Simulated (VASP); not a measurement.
# LiH (Fm-3m) in VASP: settings compared

LiH is run at these levels: r2SCAN, r2SCAN+D4; tasks: single point.

Program: VASP 6.6.1. These are calculated values, not measurements. Logs are shortened: lines on timing, memory, paths and dates and some standing lists are left out, and cuts for length are marked.

## 1. The cell of the first run

The structure is cubic, space group Fm-3m (No. 225). The conventional cell has a = 3.985 Å, b = 3.985 Å, c = 3.985 Å, α = 90.00°, β = 90.00°, γ = 90.00°. Li (site symmetry m-3m) has 6 H at 1.99 Å within 2.6 Å. H (site symmetry m-3m) has 6 Li at 1.99 Å within 2.6 Å.

## 2. Single point, r2SCAN

The input, POSCAR:

```
LiH
1.0
    0.0000000000      1.9923156398      1.9923156398
    1.9923156398      0.0000000000      1.9923156398
    1.9923156398      1.9923156398      0.0000000000
Li H
1 1
Direct
    0.0000000000      0.0000000000      0.0000000000
    0.5000000000      0.5000000000      0.5000000000
```

The input, INCAR.step1:

```
SYSTEM = LiH
ALGO = Normal
EDIFF = 1E-5
ENCUT = 830
GGA = PE
GGA_COMPAT = .FALSE.
ISMEAR = 0
LASPH = .TRUE.
LCHARG = .FALSE.
LREAL = .FALSE.
LWAVE = .TRUE.
NBANDS = 9
NELM = 120
PREC = Accurate
SIGMA = 0.01
```

The input, INCAR.step2:

```
SYSTEM = LiH
ALGO = Normal
EDIFF = 1E-6
ENCUT = 830
GGA_COMPAT = .FALSE.
ISIF = 2
ISMEAR = 0
ISTART = 1
LASPH = .TRUE.
LCHARG = .FALSE.
LMIXTAU = .TRUE.
LREAL = .FALSE.
LWAVE = .FALSE.
METAGGA = R2SCAN
NBANDS = 9
NELM = 120
PREC = Accurate
SIGMA = 0.01
```

The input, KPOINTS:

```
k-points
0
G
  10 10 10
  0 0 0
```

Potentials or basis: VASP PAW PBE potentials, release 64 (Li_sv, H).

Command:

```sh
$ cat potpaw_PBE.64/Li_sv/POTCAR potpaw_PBE.64/H/POTCAR > POTCAR
$ cp INCAR.step1 INCAR
$ mpirun -np 1 vasp_std > vasp.out
$ cp INCAR.step2 INCAR
$ mpirun -np 1 vasp_std > vasp.out
```

OUTCAR:

```text
SYSTEM = LiH
   EDIFF = 1E-6
   ENCUT = 830
   ISIF = 2
   ISMEAR = 0
   ISTART = 1
   LASPH = .TRUE.
   LREAL = .FALSE.
   METAGGA = R2SCAN
   NELM = 120
   PREC = Accurate

 ion  position               nearest neighbor table
   1  0.000  0.000  0.000-
   2  0.500  0.500  0.500-

  LATTYP: Found a face centered cubic cell.
 ALAT       =     3.9846312796

  Lattice vectors:

 A1 = (   0.0000000000,   1.9923156398,   1.9923156398)
 A2 = (   1.9923156398,   0.0000000000,   1.9923156398)
 A3 = (   1.9923156398,   1.9923156398,   0.0000000000)

Analysis of symmetry for initial positions (statically):
=====================================================================
 Subroutine PRICEL returns:
 Original cell was already a primitive cell.

 Routine SETGRP: Setting up the symmetry group for a
 face centered cubic supercell.

 Subroutine GETGRP returns: Found 48 space group operations
 (whereof 48 operations were pure point group operations)
 out of a pool of 48 trial point group operations.

The static configuration has the point symmetry O_h .

Analysis of symmetry for dynamics (positions and initial velocities):
=====================================================================
 Subroutine PRICEL returns:
 Original cell was already a primitive cell.

 Routine SETGRP: Setting up the symmetry group for a
 face centered cubic supercell.

 Subroutine GETGRP returns: Found 48 space group operations
 (whereof 48 operations were pure point group operations)
 out of a pool of 48 trial point group operations.

The dynamic configuration has the point symmetry O_h .

 Subroutine INISYM returns: Found 48 space group operations
 (whereof 48 operations are pure point group operations),
 and found     1 'primitive' translations

----------------------------------------------------------------------------------------

                                     Primitive cell

  volume of cell :      15.8163

  direct lattice vectors                    reciprocal lattice vectors
     0.000000000  1.992315640  1.992315640    -0.250964250  0.250964250  0.250964250
     1.992315640  0.000000000  1.992315640     0.250964250 -0.250964250  0.250964250
     1.992315640  1.992315640  0.000000000     0.250964250  0.250964250 -0.250964250

  length of vectors
     2.817559798  2.817559798  2.817559798     0.434682832  0.434682832  0.434682832

  position of ions in fractional coordinates (direct lattice)
     0.000000000  0.000000000  0.000000000
     0.500000000  0.500000000  0.500000000

  ion indices of the primitive-cell ions
   primitive index   ion index
                 1           1
                 2           2

----------------------------------------------------------------------------------------

 KPOINTS: k-points

Automatic generation of k-mesh.
 Grid dimensions read from file:
 generate k-points for:   10   10   10

 Generating k-lattice:

  Cartesian coordinates                     Fractional coordinates (reciprocal lattice)
    -0.025096425  0.025096425  0.025096425     0.100000000  0.000000000  0.000000000
     0.025096425 -0.025096425  0.025096425     0.000000000  0.100000000  0.000000000
     0.025096425  0.025096425 -0.025096425     0.000000000  0.000000000  0.100000000

  Length of vectors
     0.043468283  0.043468283  0.043468283

  Shift w.r.t. Gamma in fractional coordinates (k-lattice)
     0.000000000  0.000000000  0.000000000

 Subroutine IBZKPT returns following result:
 ===========================================

 Found     47 irreducible k-points:

 Following reciprocal coordinates:
            Coordinates               Weight
  0.000000  0.000000  0.000000      1.000000
  0.100000  0.000000  0.000000      8.000000
  0.200000  0.000000  0.000000      8.000000
  0.300000  0.000000  0.000000      8.000000
  0.400000  0.000000  0.000000      8.000000
  0.500000  0.000000  0.000000      4.000000
[... 16 lines left out ...]
  0.300000  0.300000  0.000000      6.000000
  0.400000  0.300000  0.000000     24.000000
 [... further k-points ...]
   k-points           NKPTS =     47   k-points in BZ     NKDIM =     47   number of bands    NBANDS=      9
   number of dos      NEDOS =    301   number of ions     NIONS =      2
   total plane-waves  NPLWV =  21952
   dimension x,y,z NGX =    28 NGY =   28 NGZ =   28
   dimension x,y,z NGXF=    56 NGYF=   56 NGZF=   56
   ions per type =               1   1
   NGX,Y,Z   is equivalent  to a cutoff of  16.52, 16.52, 16.52 a.u.
   NGXF,Y,Z  is equivalent  to a cutoff of  33.04, 33.04, 33.04 a.u.
 SYSTEM =  LiH
   PREC   = accura    normal or accurate (medium, high low for compatibility)
   ISTART =      1    job   : 0-new  1-cont  2-samecut
   ICHARG =      0    charge: 1-file 2-atom 10-const
   ISPIN  =      1    spin polarized calculation?
   LNONCOLLINEAR =      F non collinear calculations
   LSORBIT =      F    spin-orbit coupling
   LASPH  =      T    aspherical Exc in radial PAW
   ENCUT  =  830.0 eV  61.00 Ry    7.81 a.u.   6.62  6.62  6.62*2*pi/ulx,y,z
   NELM   =    120;   NELMIN=  2; NELMDL=  0     # of ELM steps
   EDIFF  = 0.1E-05   stopping-criterion for ELM
   LREAL  =      F    real-space projection
   EDIFFG = 0.1E-04   stopping-criterion for IOM
   NSW    =      0    number of steps for IOM
   IBRION =     -1    ionic relax: 0-MD 1-quasi-New 2-CG
   NFREE  =      0    steps in history (QN), initial steepest desc. (CG)
   ISIF   =      2    stress and relaxation
   ISYM   =      2    0-nonsym 1-usesym 2-fastsym
   POTIM  = 0.5000    time-step for ionic-motion
   TEBEG  =    0.0;   TEEND  =   0.0 temperature during run
   PSTRESS=    0.0 pullay stress
   NELECT =       4.0000    total number of electrons
   NUPDOWN=      -1.0000    fix difference up-down
   EMIN   =  10.00;   EMAX   =-10.00  energy-range for DOS
   EFERMI =   0.00;   METHOD = LEGACY
   ISMEAR =     0;   SIGMA  =   0.01  broadening in eV -4-tet -1-fermi 0-gaus
   EFERMI_NEDOS =   21; number of points for ismear=-14 and -15
   IALGO  =     38    algorithm
   IMIX   =      4    mixing-type and parameters
     AMIX     =   0.40;   BMIX     =  1.00
     AMIX_MAG =   1.60;   BMIX_MAG =  1.00
  volume/ion in A,a.u.               =       7.91        53.37
  Fermi-wavevector in a.u.,A,eV,Ry     =   1.035285  1.956405 14.582935  1.071816
  Thomas-Fermi vector in A             =   2.169621
   LORBIT       =      0    0 simple, 1 ext, 2 COOP (PROOUT), +10 PAW based schemes
   METAGGA = R2SCAN    functional components
   LHFCALC =     F    Hartree Fock is set to
   AEXX    =    0.0000 exact exchange contribution
   IVDW    =     0    specifies the selected vdW correction
   LEPSILON=     F    determine dielectric tensor
   LRPA    =     F    only Hartree local field effects (RPA)
 non-spin polarized calculation
 Gauss-broadening in eV      SIGMA  =   0.01
  energy-cutoff  :      830.00
  volume of cell :       15.82
 maximum number of plane-waves:       889
   NGX = 13   NGY = 13   NGZ = 13

 number of electron       4.0000002 magnetization

 Free energy of the ion-electron system (eV)
  ---------------------------------------------------
  ext. energy  EPLUGINS =         0.00000000
  ---------------------------------------------------
  free energy    TOTEN  =        -6.81854148 eV

  energy without entropy =       -6.81854148  energy(sigma->0) =       -6.81854148

 E-fermi :   0.0210     XC(G=0):  -8.8867

 val. band max:       -0.1066890634   @ k =   0.5000   0.5000   0.0000
 cond. band min:       3.4614873041   @ k =   0.5000   0.5000   0.0000
 fundamental gap:      3.5681763675
 Fermi energy:         0.0209923279

 k-point     1 :       0.0000    0.0000    0.0000
  band No.  band energies     occupation
      1     -45.8117      2.00000
      2      -5.6262      2.00000
      3      17.7564      0.00000
      4      19.4654      0.00000
      5      19.4654      0.00000
      6      19.4654      0.00000
      7      23.9403      0.00000
      8      23.9403      0.00000
      9      23.9403      0.00000

 k-point     2 :       0.1000    0.0000    0.0000
  band No.  band energies     occupation
      1     -45.8071      2.00000
      2      -5.4450      2.00000
      3      15.9380      0.00000
      4      18.4688      0.00000
      5      19.0091      0.00000
      6      19.0091      0.00000
      7      23.7049      0.00000
      8      24.9313      0.00000
      9      24.9313      0.00000

 k-point     3 :       0.2000    0.0000    0.0000
  band No.  band energies     occupation
      1     -45.7952      2.00000
      2      -4.9161      2.00000
      3      12.3555      0.00000
      4      17.1265      0.00000
      5      18.3194      0.00000
      6      18.3194      0.00000
      7      24.7183      0.00000
      8      24.7183      0.00000
      9      24.7681      0.00000

 k-point     4 :       0.3000    0.0000    0.0000
  band No.  band energies     occupation
      1     -45.7804      2.00000
      2      -4.1065      2.00000
      3       9.0234      0.00000
      4      15.9882      0.00000
      5      17.9524      0.00000
      6      17.9524      0.00000
      7      22.3879      0.00000
      8      22.3879      0.00000
      9      26.4954      0.00000
[... 205 lines left out ...]
 k-point    22 :      -0.2000    0.2000    0.0000
  band No.  band energies     occupation
      1     -45.7754      2.00000
      2      -3.7572      2.00000
      3      10.3703      0.00000
      4      10.5457      0.00000
      5      17.6268      0.00000
      6      18.5750      0.00000
      7      23.0322      0.00000
      8      25.7872      0.00000
      9      27.0862      0.00000

 k-point    23 :       0.3000    0.3000    0.0000
  band No.  band energies     occupation
      1     -45.7706      2.00000
      2      -3.3314      2.00000
      3       9.2951      0.00000
      4      13.2447      0.00000
      5      13.2447      0.00000
      6      16.6087      0.00000
      7      19.4410      0.00000
      8      30.3788      0.00000
      9      33.4556      0.00000

 k-point    24 :       0.4000    0.3000    0.0000
  band No.  band energies     occupation
      1     -45.7614      2.00000
      2      -2.4188      2.00000
      3       7.2920      0.00000
      4      11.3798      0.00000
      5      12.7745      0.00000
      6      17.5235      0.00000
      7      19.4666      0.00000
      8      31.4680      0.00000
      9      32.1142      0.00000

 [... further k-points ...]
[... 5 lines left out ...]
  --------------------------------------------------------------------------------------
  -------------------------------------------------------------------------------------
  Total        0.0394575      0.0394575      0.0394575      0.0000000      0.0000000     -0.0000000
  in kB        3.9970145      3.9970145      3.9970145      0.0000000      0.0000000     -0.0000000
  external PRESSURE =       3.9970145 kB  Pullay stress =       0.0000000 kB

 VOLUME and BASIS-vectors are now :
 -----------------------------------------------------------------------------
  energy-cutoff  :      830.00
  volume of cell :       15.82
      direct lattice vectors                 reciprocal lattice vectors
     0.000000000  1.992315640  1.992315640    -0.250964250  0.250964250  0.250964250
     1.992315640  0.000000000  1.992315640     0.250964250 -0.250964250  0.250964250
     1.992315640  1.992315640  0.000000000     0.250964250  0.250964250 -0.250964250

 POSITION                                       TOTAL-FORCE (eV/Angst)
 -----------------------------------------------------------------------------------
      0.00000      0.00000      0.00000        -0.000000      0.000000     -0.000000
      1.99232      1.99232      1.99232         0.000000      0.000000      0.000000
 -----------------------------------------------------------------------------------
    total drift:                                0.000000      0.000000      0.000000

  FREE ENERGIE OF THE ION-ELECTRON SYSTEM (eV)
  ---------------------------------------------------
  free  energy   TOTEN  =        -6.8185414756 eV

  energy  without entropy=       -6.8185414756  energy(sigma->0) =       -6.81854148
```

Run time: 28 s. Hardware: 1 thread of Intel Xeon 6975P-C (Granite Rapids), shared host; peak memory 0.16 GiB.

Results:

```
Free energy            : -6.8185 eV
Pressure               : 0.4 GPa
Band gap on the k mesh : 3.57 eV
```

Caveat: the PAW data sets were made with another functional, which shifts forces and pressure a little. A k mesh can miss the band edges.

## 3. Single point, r2SCAN+D4

This run uses another cell than the first one, of 8.03 Å³/atom.

The input, POSCAR:

```
LiH
1.0
    0.0000000000      2.0023272762      2.0023272762
    2.0023272762      0.0000000000      2.0023272762
    2.0023272762      2.0023272762      0.0000000000
Li H
1 1
Direct
    0.0000000000      0.0000000000      0.0000000000
    0.5000000000      0.5000000000      0.5000000000
```

The input, INCAR.step1:

```
SYSTEM = LiH
  PREC = Accurate
  ENCUT = 830
  ISMEAR = 0
  SIGMA = 0.01
  LREAL = .False.
  LASPH = .True.
  NELM = 120
  NBANDS = 9
  GGA = PE
  ALGO = Normal
  EDIFF = 1E-5
  LWAVE = .True.
  LCHARG = .False.
  GGA_COMPAT = .False.
```

The input, INCAR.step2:

```
SYSTEM = LiH
  PREC = Accurate
  ENCUT = 830
  EDIFF = 1E-6
  ISMEAR = 0
  SIGMA = 0.01
  LREAL = .False.
  LASPH = .True.
  NELM = 120
  ALGO = Normal
  ISIF = 2
  LWAVE = .False.
  LCHARG = .False.
  METAGGA = R2SCAN
  LMIXTAU = .True.
  IVDW = 13
  VDW_S6 = 1.0
  VDW_S8 = 0.6018749
  VDW_A1 = 0.51559235
  VDW_A2 = 5.77342911
  NBANDS = 9
  ISTART = 1
  GGA_COMPAT = .False.
```

The input, KPOINTS:

```
regular mesh
0
Gamma
  10 10 10
  0 0 0
```

Potentials or basis: VASP PAW PBE potentials, release 64 (Li_sv, H).

Command:

```sh
$ cat potpaw_PBE.64/Li_sv/POTCAR potpaw_PBE.64/H/POTCAR > POTCAR
$ cp INCAR.step1 INCAR
$ mpirun -np 1 vasp_std > vasp.out
$ cp INCAR.step2 INCAR
$ mpirun -np 1 vasp_std > vasp.out
```

Wall time 30 s (1 thread of Intel Xeon 6975P-C (Granite Rapids), shared host); peak memory 0.15 GiB.

It converged, with:

```yaml
Free_energy: -6.8812 eV
Pressure: -0.5 GPa
Band_gap_on_the_k_mesh: 3.58 eV
Dispersion_energy_per_atom: -0.031 eV
```

Levels at points of the mesh, in eV from the valence-band top:
| k point | band 1 | band 2 | band 3 | band 4 | band 5 |
| --- | --- | --- | --- | --- | --- |
| (0.00, 0.00, 0.00) | -45.71 | -5.46 | 17.65 | 19.40 | 19.40 |
| (0.50, 0.00, 0.00) | -45.67 | -2.65 | 5.67 | 14.96 | 18.16 |
| (0.50, 0.50, 0.00) | -45.66 | 0.00 | 3.58 | 11.75 | 11.75 |

Caveat: the PAW data sets were made with another functional, which shifts forces and pressure a little.
